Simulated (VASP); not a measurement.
Crystal: Li2Be3C2.

```
CELL_PARAMETERS angstrom
2.49088 0.00000 0.00000
-1.24544 2.15717 0.00000
0.00000 0.00000 12.72068
ATOMIC_POSITIONS crystal
Li 0.66667 0.33333 0.82956
Li 0.33333 0.66667 0.17044
Be 0.33333 0.66667 0.66387
Be 0.66667 0.33333 0.33613
Be 0.00000 0.00000 0.00000
C 0.33333 0.66667 0.51041
C 0.66667 0.33333 0.48959
```

The cell was generated, and may not be a known phase.

```yaml
Program: VASP 6.6.1
Task: relaxation of cell and atoms
Functional: PBE
Potentials_or_basis: VASP PAW PBE potentials, release 64 (Li_sv, Be, C)
Cutoff: 600 eV
k_mesh: 18 × 18 × 4
Occupations: gaussian, width 0.1 eV
Spin: no spin polarisation
```

At the start: pressure -0.1 GPa; volume 9.76 Å³/atom.

How do energy, volume and symmetry change on relaxing?

Over 63 steps the energy falls by 60.0 meV/atom and the volume is 11.39 Å³/atom (+16.6 %); space group P-3m1 (No. 164, to 0.1 Å) before and after.

The path:
```csv
step,energy change (eV),largest force (eV/Å),pressure (GPa),volume (Å³)
1,0.0000,0.2096,-0.12,68.35
3,-0.0076,0.0971,0.27,68.16
5,-0.0109,0.0741,-0.52,68.52
7,-0.0130,0.0669,0.29,68.00
9,-0.0142,0.0276,0.04,68.12
11,-0.0145,0.0249,-0.14,68.33
13,-0.0148,0.0428,0.07,68.30
15,-0.0150,0.0592,0.30,68.28
17,-0.0152,0.0604,0.32,68.31
19,-0.0159,0.0625,0.45,68.44
21,-0.0220,0.1380,1.44,68.97
23,0.1801,2.9649,6.80,70.65
25,-0.0889,0.8362,4.64,69.96
27,-0.1400,0.4384,2.36,71.18
29,-0.1821,0.3127,-0.24,73.19
31,-0.1891,1.3270,1.94,75.11
33,-0.2328,0.6473,0.85,74.53
35,-0.2870,0.4245,0.40,77.18
37,-0.3041,0.2671,-0.31,77.43
39,-0.3505,0.1756,-1.86,78.88
41,-0.3853,0.5322,0.64,77.47
43,-0.4050,0.0955,1.46,77.05
45,-0.4108,0.0840,-0.09,78.18
47,-0.4154,0.1387,-0.27,78.92
49,-0.4166,0.0444,0.05,78.92
51,-0.4172,0.0772,-0.16,79.03
53,-0.4177,0.0471,-0.13,79.01
55,-0.4180,0.0888,0.02,78.92
57,-0.4186,0.0241,0.11,78.92
59,-0.4193,0.0087,0.31,79.01
61,-0.4200,0.0690,0.01,79.57
63,-0.4202,0.0062,-0.08,79.71
```

Final structure:
```xyz
7
Lattice="2.4208 0.0000 0.0000 -1.2104 2.0965 0.0000 0.0000 0.0000 15.7061" Properties=species:S:1:pos:R:3 pbc="T T T"
Li    1.2104    0.6988   13.5686
Li    0.0000    1.3976    2.1375
Be    0.0000    1.3976   11.3812
Be    1.2104    0.6988    4.3249
Be    0.0000    0.0000    0.0000
C     0.0000    1.3976    7.8532
C     1.2104    0.6988    7.8529
```

Caveat: the cutoff is under 1.25 times the usual one of these potentials, so pressure, stress and relaxed cells hold a basis-set (Pulay) error; the volume moved by over 15 % at a fixed basis, so the end points are rough.
